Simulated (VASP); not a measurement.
# LiAl16O24 (a cell with a defect) in VASP: a series of runs, part 2 of 2

VASP 6.6.1. The steps go on from the part before.

**4. Single point, PBE**

Contents of INCAR:

```
SYSTEM = LiAl16O24
PREC     = Accurate       ! precision mode
ENCUT    = 520            ! plane-wave cutoff, eV
EDIFF    = 1E-7           ! SCF threshold, eV
ISMEAR   = -1             ! smearing method
SIGMA    = 0.01           ! smearing width, eV
LREAL    = Auto         
LASPH    = .TRUE.         ! aspherical terms in the spheres
NELM     = 80             ! most SCF steps
ALGO     = Normal         ! electronic algorithm
ISIF     = 2              ! what is computed and relaxed
LWAVE    = .FALSE.        ! write WAVECAR
LCHARG   = .FALSE.        ! write CHGCAR
GGA      = PE             ! functional
NBANDS   = 124            ! bands
NELECT   = 194.0
```

Contents of KPOINTS:

```
Automatic mesh
0
Gamma
  2 2 2
  0.5 0.5 0.5
```

Contents of POSCAR:

```
LiAl16O24
1.0
    2.4039417600      1.3879164200      4.3742070900
   -4.8078835200      2.7758328500      8.7484141900
    0.0000000000     -5.5516656900      8.7484141900
Al O Li
16 24 1
Direct
    0.6433249500      0.3231726000      0.3274792700
    0.8508154100      0.4263657700      0.4274075200
    0.1447751800      0.0751762600      0.0744905500
    0.3498384900      0.1739615900      0.1796948500
    0.6418075700      0.3174719300      0.8195486700
    0.8313948600      0.4185090300      0.9175090500
    0.1456385000      0.0733604900      0.5742078600
    0.3515098900      0.1754592200      0.6755755400
    0.6449920400      0.8257948100      0.3258750200
    0.8508767100      0.9278833400      0.4272533800
    0.1651346000      0.5827072200      0.0839709300
    0.3546680900      0.6837772200      0.1819186200
    0.6466627700      0.8273018900      0.8217514900
    0.8517764400      0.9260419000      0.9269786900
    0.1456815800      0.5748925300      0.5740584400
    0.3532313600      0.6780657200      0.6739803600
    0.4421970900      0.0282695200      0.3761007300
    0.9425579000      0.1276307900      0.2774262500
    0.0626657500      0.3803629300      0.2160335400
    0.7446640900      0.2199943900      0.0256540900
    0.2476068000      0.2786406500      0.4718521300
    0.5720667700      0.4708735000      0.1214401600
    0.4429890000      0.0285193100      0.8759273400
    0.9439711800      0.1228779900      0.7769304400
    0.0463855700      0.3761123000      0.7190475000
    0.7487506200      0.2234675000      0.5269541000
    0.2348073100      0.2836771400      0.9695796800
    0.5485893000      0.4726957400      0.6260974000
    0.4479308900      0.5285661600      0.3753633400
    0.9501388900      0.6251305200      0.2824232600
    0.0525465500      0.8783629500      0.2245398700
    0.7616745800      0.7175759100      0.0319166000
    0.2477537800      0.7777930300      0.4745190800
    0.5535310800      0.9727227500      0.1255336400
    0.4244438900      0.5303616000      0.8800405300
    0.9338269400      0.6208780100      0.7854388700
    0.0539674000      0.8735972700      0.7240523000
    0.7488917300      0.7226307300      0.5296112900
    0.2518877000      0.7812261400      0.9758219200
    0.5543027800      0.9729998000      0.6253471000
    0.9981478100      0.5007010000      0.0006968700
```

Potentials or basis: VASP PAW PBE potentials, release 64 (Al, O, Li_sv).

Started as:

```sh
cat potpaw_PBE.64/Al/POTCAR potpaw_PBE.64/O/POTCAR potpaw_PBE.64/Li_sv/POTCAR > POTCAR
mpirun -np 1 vasp_std > vasp.out
```

OUTCAR:

```text
SYSTEM = LiAl16O24
   PREC = Accurate
   ENCUT = 520
   EDIFF = 1E-7
   ISMEAR = -1
   LREAL = Auto
   LASPH = .TRUE.
   NELM = 80
   ISIF = 2
   GGA = PE
   NELECT = 194.0

 ion  position               nearest neighbor table
   1  0.643  0.323  0.327-  21 1.86  18 1.87  22 1.89  26 1.96  29 1.99  19 2.06   2 2.68   8 2.79
                            41 2.81   4 2.83  12 2.87  10 3.23   2 3.24
   2  0.851  0.426  0.427-  21 1.86  28 1.88  30 1.89  29 1.97  26 1.98  19 2.02   1 2.68  11 2.79
                            15 2.82   7 2.82   5 3.18   1 3.24   9 3.27
   3  0.145  0.075  0.074-  31 1.86  23 1.88  20 1.90  18 1.99  27 1.99  34 1.99   4 2.68   6 2.79
                            10 2.82  14 2.83  12 3.18   4 3.25   8 3.26
   4  0.350  0.174  0.180-  17 1.85  20 1.87  19 1.89  18 1.97  34 1.98  27 2.07   3 2.68   9 2.79
                            41 2.81   1 2.83   5 2.87   7 3.22   3 3.25
   5  0.642  0.317  0.820-  24 1.83  28 1.84  27 1.86  25 2.02  20 2.02  35 2.11   6 2.57  41 2.82
                             8 2.83   4 2.87  16 2.87  14 3.18   2 3.18   6 3.33
   6  0.831  0.419  0.918-  25 1.88  20 1.88  35 1.89  27 1.93  36 1.93  22 1.95  41 2.18   5 2.57
                            11 2.77   3 2.79  15 2.79   5 3.33
   7  0.146  0.073  0.574-  17 1.86  26 1.88  37 1.88  24 1.97  40 2.00  21 2.00   8 2.68  10 2.82
[... 741 lines left out ...]
    108      15.9187      0.00000
    109      15.9779      0.00000
 [bands above 109 left out]

------------------------ aborting loop because EDIFF is reached ----------------------------------------

  FORCE on cell =-STRESS in cart. coord.  units (eV):
  Direction    XX          YY          ZZ          XY          YZ          ZX
  --------------------------------------------------------------------------------------
  -------------------------------------------------------------------------------------
  Total       -9.1165646     -9.2436809      0.8543908      0.2499787     -0.0828015     -0.3151920
  in kB      -41.7007586    -42.2822111      3.9081326      1.1434464     -0.3787484     -1.4417434
  external PRESSURE =     -26.6916124 kB  Pullay stress =       0.0000000 kB

 VOLUME and BASIS-vectors are now :
 -----------------------------------------------------------------------------
  energy-cutoff  :      520.00
  volume of cell :      350.27
      direct lattice vectors                 reciprocal lattice vectors
     2.403941760  1.387916420  4.374207090     0.207991728  0.120084080  0.076204287
    -4.807883520  2.775832850  8.748414190    -0.103995864  0.060042040  0.038102144
     0.000000000 -5.551665690  8.748414190    -0.000000000 -0.120084080  0.038102144

 POSITION                                       TOTAL-FORCE (eV/Angst)
 -----------------------------------------------------------------------------------
     -0.00726     -0.02810      8.50621        -0.001503     -0.002899     -0.011319
     -0.00461     -0.00844     11.19081        -0.003834      0.001098      0.014171
     -0.01341     -0.00393      1.94262        -0.001515      0.001582     -0.018168
      0.00460     -0.02917      4.62420         0.007888     -0.001393      0.006496
      0.01650     -2.77784     12.75453         0.015424      0.000298     -0.002242
     -0.01352     -2.77809     15.32473        -0.009954     -0.006553     -0.008729
[... 33 lines left out ...]
     -3.34556     -0.00151     16.40764         0.005636      0.004106     -0.008162
     -0.00782      2.77134      8.75254         0.004641      0.000776     -0.001332
 -----------------------------------------------------------------------------------
    total drift:                               -0.007745     -0.008800      0.012317

  FREE ENERGIE OF THE ION-ELECTRON SYSTEM (eV)
  ---------------------------------------------------
  free  energy   TOTEN  =      -310.1230726633 eV

  energy  without entropy=     -310.1230726633  energy(sigma->0) =     -310.12307266
```

Run time: 8.9 min. Hardware: 1 thread of AMD EPYC 7R43 (Zen 3), shared host; peak memory 0.54 GiB.

Results:

* Free energy: -310.1231 eV
* Largest force: 0.024 eV/Å

Forces in eV/Å, atoms in the order of the input:
```
Al  -0.002 -0.003 -0.011
Al  -0.004  0.001  0.014
Al  -0.002  0.002 -0.018
Al   0.008 -0.001  0.006
Al   0.015  0.000 -0.002
Al  -0.010 -0.007 -0.009
Al   0.003  0.000 -0.012
Al  -0.005 -0.006  0.016
Al   0.004  0.005 -0.012
Al  -0.002  0.004  0.010
Al   0.007  0.002  0.006
Al  -0.014 -0.001  0.004
Al  -0.009  0.002 -0.007
Al  -0.001 -0.003  0.019
Al   0.005 -0.002 -0.014
Al  -0.001  0.001  0.012
O   -0.004 -0.007  0.010
O   -0.008 -0.003  0.010
O    0.004 -0.004  0.005
O   -0.003 -0.005 -0.003
O    0.010 -0.001 -0.001
O    0.001 -0.006 -0.008
O   -0.001  0.008 -0.013
O   -0.006  0.000  0.002
O    0.007  0.004 -0.009
O   -0.001  0.007 -0.002
O    0.018 -0.004 -0.015
O   -0.001  0.001 -0.003
O    0.002  0.000  0.003
O   -0.009 -0.004  0.011
O    0.007 -0.001 -0.004
O   -0.015  0.010  0.013
O    0.005 -0.006  0.004
O    0.000 -0.008  0.013
O   -0.003  0.007  0.005
O   -0.005  0.006 -0.002
O    0.005  0.002 -0.010
O   -0.008  0.001  0.000
O    0.000  0.005  0.002
O    0.006  0.004 -0.008
Li   0.005  0.001 -0.001
```

Levels at points of the mesh, in eV from the Fermi level:
```
           k point  band 94  band 95  band 96  band 97  band 98  band 99  band 100  band 101
(0.25, 0.25, 0.25)    -0.51    -0.49    -0.28    -0.24     6.52     8.68      8.89      8.93
```

Caveat: the k points lie up to 0.61 Å⁻¹ apart; the cell carries a net charge on a neutralising background, which shifts energy and pressure; the cell is charged against a uniform background, so pressure and absolute levels hang on convention; the cutoff is under 1.25 times the usual one of these potentials, so pressure, stress and relaxed cells hold a basis-set (Pulay) error.
